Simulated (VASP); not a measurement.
Set up this calculation in VASP 6.6.1, as the native input.

```yaml
Task: single point
Functional: PBE
Potentials_or_basis: VASP PAW PBE potentials, release 64 (Pb_d, O)
Cutoff: 520 eV
k_mesh: 8 × 8 × 6
Occupations: gaussian, width 0.02 eV
Spin: no spin polarisation
Dipole_correction: no
Further_INCAR_settings: ALGO = Normal; EDIFF = 1e-06; NBANDS = 28
```

The structure of PbO lies in POSCAR:

```
PbO
1.0
    3.9404983680      0.0000000000      0.0062795520
    0.0000000000      3.7841057280      0.0000000000
    0.0079347600      0.0000000000      4.8754580400
Pb O
2 2
Direct
    0.0129185144      0.5000000000      0.2284562741
    0.4870814856      0.0000000000      0.7715437259
    0.0072508868      0.0000000000     -0.0247268047
    0.4927491132      0.5000000000      0.0247268047
```

This cell differs from its parent crystal: strained and its atoms moved.

The input as run:

INCAR

```
SYSTEM = PbO
PREC = Accurate
ENCUT = 520
EDIFF = 1E-6
ISMEAR = 0
SIGMA = 0.02
LREAL = .FALSE.
LASPH = .TRUE.
NELM = 100
ALGO = Normal
ISIF = 2
LWAVE = .FALSE.
LCHARG = .TRUE.
GGA = PE
LELF = .TRUE.
LVHAR = .TRUE.
NBANDS = 28
```

KPOINTS

```
Automatic mesh
0
G
  8 8 6
  0 0 0
```

Potentials or basis: VASP PAW PBE potentials, release 64 (Pb_d, O).

Launch:

```bash
$ cat potpaw_PBE.64/Pb_d/POTCAR potpaw_PBE.64/O/POTCAR > POTCAR
$ mpirun -np 1 vasp_std > vasp.out
```

It gave:

```json
{
  "Pressure": "17.8 GPa",
  "Largest force": "2.813 eV/Å",
  "Band gap on the k mesh": "1.22 eV, indirect (least direct gap 2.38 eV)"
}
```

Caveat: the cell differs from its parent crystal (strained and its atoms moved); spin-orbit coupling is left out, which moves the levels of the heavy elements; forces of over 1 eV/Å act on the atoms, so gaps and moduli don't describe the material at rest.

Wall time 94 s on 1 thread of Intel(R) Xeon(R) 6975P-C (Granite Rapids), with other jobs on the host, peak memory 0.33 GiB.
